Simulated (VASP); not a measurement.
Li2CaSc2:

```
Li Ca Sc
1.0
     3.81464    0.00000    0.00000
     0.00000    3.81464    0.00000
     0.00000    0.00000    6.81950
Li Ca Sc
2 1 2
Direct
  0.50000 0.50000 0.00000
  0.00000 0.00000 0.00000
  0.50000 0.50000 0.50000
  0.00000 0.00000 0.31592
  0.00000 0.00000 0.68408
```

| Quantity | Value |
| --- | --- |
| Program | VASP 6.6.1 |
| Task | relaxation of cell and atoms |
| Functional | PBE |
| Potentials or basis | VASP PAW PBE potentials, release 64 (Li_sv, Ca_sv, Sc_sv) |
| Cutoff | 600 eV |
| k mesh | 4 × 4 × 4 |
| Occupations | gaussian, width 0.1 eV |
| Spin | no spin polarisation |

At the start: pressure 13.8 GPa; volume 19.85 Å³/atom.

Where does the relaxation end?

Over 24 steps the energy falls by 457.2 meV/atom and the volume is 24.51 Å³/atom (+23.5 %); space group P4/mmm (No. 123, to 0.05 Å).

The path:
```tsv
step	energy change (eV)	largest force (eV/Å)	pressure (GPa)	volume (Å³)
1	0.0000	0.9402	13.84	99.23
2	-1.6992	0.3521	2.82	125.64
3	-1.8904	0.6730	0.01	138.35
4	-1.9011	0.7404	-0.78	142.93
5	-2.0609	0.3075	-0.64	141.80
6	-2.1167	0.0756	-0.52	140.65
7	-2.1186	0.1523	-0.48	140.38
8	-2.1270	0.1730	-0.15	138.06
9	-2.1314	0.2045	0.37	134.71
10	-2.1376	0.1713	0.33	134.27
11	-2.1507	0.0839	0.27	132.94
12	-2.1619	0.0020	0.31	130.21
13	-2.2165	0.0181	0.58	124.50
14	-2.1084	0.7714	2.24	112.21
15	-2.2353	0.1738	0.77	121.86
16	-2.2399	0.2341	1.00	119.91
17	-2.2483	0.2306	0.90	119.89
18	-2.2645	0.2472	0.61	119.77
19	-2.2402	0.3617	0.08	119.33
20	-2.2650	0.2759	0.48	119.70
21	-2.2700	0.2402	0.41	120.05
22	-2.2807	0.1382	0.22	121.09
23	-2.2848	0.0467	-0.15	123.20
24	-2.2859	0.0075	-0.05	122.56
```

Final structure:
```xyz
5
Lattice="3.4775 0.0000 0.0000 0.0000 3.4775 0.0000 0.0000 0.0000 10.1345" Properties=species:S:1:pos:R:3 pbc="T T T"
Li    1.7387    1.7387    0.0000
Li    0.0000    0.0000    0.0000
Ca    1.7387    1.7387    5.0672
Sc    0.0000    0.0000    2.6480
Sc    0.0000    0.0000    7.4865
```

Caveat: the k points lie up to 0.45 Å⁻¹ apart in the final cell; the cutoff is under 1.25 times the usual one of these potentials, so pressure, stress and relaxed cells hold a basis-set (Pulay) error; the volume moved by over 15 % at a fixed basis, so the end points are rough.
